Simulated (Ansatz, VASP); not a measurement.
## Two plane-wave programs on Sb

INCAR

```
SYSTEM = Sb
  PREC = Accurate
  ENCUT = 600
  EDIFF = 1E-7
  ISMEAR = 0
  SIGMA = 0.2
  LREAL = .FALSE.
  LASPH = .TRUE.
  NELM = 100
  ALGO = Normal
  ISIF = 3
  LWAVE = .FALSE.
  LCHARG = .FALSE.
  GGA = PE
  IBRION = 2
  NSW = 80
  EDIFFG = -0.025
```

KPOINTS

```
Automatic mesh
0
G
  8 4 4
  0 0 0
```

File POSCAR:

```
Sb
1.0
   -2.2446110995      2.2998469707     -0.0157485799
   -0.0701709458     -0.0255375086     -6.2683591401
   -4.3546004830     -4.4653272572     -0.0676477170
Sb
4
Direct
    0.0714536209      0.7830566576      0.0191607743
   -0.0523902092      0.2494415562      0.0077044929
    0.0090455517      0.7292281250      0.4690255208
   -0.0281089634      0.2382736612      0.5041092120
```

Input for Ansatz:

```yaml
crystal:
  lattice:
    - [-2.2446110995, 2.2998469707, -0.0157485799]
    - [-0.0701709458, -0.0255375086, -6.2683591401]
    - [-4.354600483, -4.4653272572, -0.067647717]
  atoms:
    - { symbol: Sb, position: [0.0714536209, 0.7830566576, 0.0191607743] }
    - { symbol: Sb, position: [-0.0523902092, 0.2494415562, 0.0077044929] }
    - { symbol: Sb, position: [0.0090455517, 0.729228125, 0.4690255208] }
    - { symbol: Sb, position: [-0.0281089634, 0.2382736612, 0.504109212] }
basis:
  ecutwfc: 420
kpoints:
  mp_grid: { grid: [8, 4, 4] }
hamiltonian:
  xc: pbe
scf:
  occupations: { method: gaussian, width: 0.2 }
  lower_state_search: "off"
output:
  forces: true
  stress: true
  eigenvalues: true
relax:
  adjacent_minimum: "off"
  f_tol: 0.025
  max_steps: 60
  cell: { stress_tol: 0.25 }
```

Change from the starting cell: cell x4, atoms moved at random (sigma 0.15 Å) and cell strained at random (1.5 %), then relaxed without symmetry.

Alike in both runs: task relaxation of cell and atoms; functional PBE; k mesh 8 × 4 × 4; occupations gaussian, width 0.2 eV; no spin polarisation.

|  | VASP | Ansatz |
| --- | --- | --- |
| version | VASP 6.6.1 | Ansatz 0.2.0 |
| potentials or method | VASP PAW PBE potentials, release 64 (Sb), cutoff 600 eV | scalar-relativistic, plane waves, PAW |
| valence electrons in the cell | 20 | 60 |

|  | VASP | Ansatz | Ansatz less VASP |
| --- | --- | --- | --- |
| gap on the k mesh at the Fermi level, each at its own relaxed structure (eV) | none | none | - |
| relaxed volume (Å³/atom) | 30.16 | 30.18 | +0.024 |
| relaxed cell length with the largest relative difference (Å) | 3.112 | 3.117 | +0.0048 |

A gap of «none» marks a metal or a gap that the smearing closes. VASP's potentials hold 20 valence electrons a cell and Ansatz's 60, so a difference there can come from the potentials and not from the codes.

Neither program's run includes spin-orbit coupling.
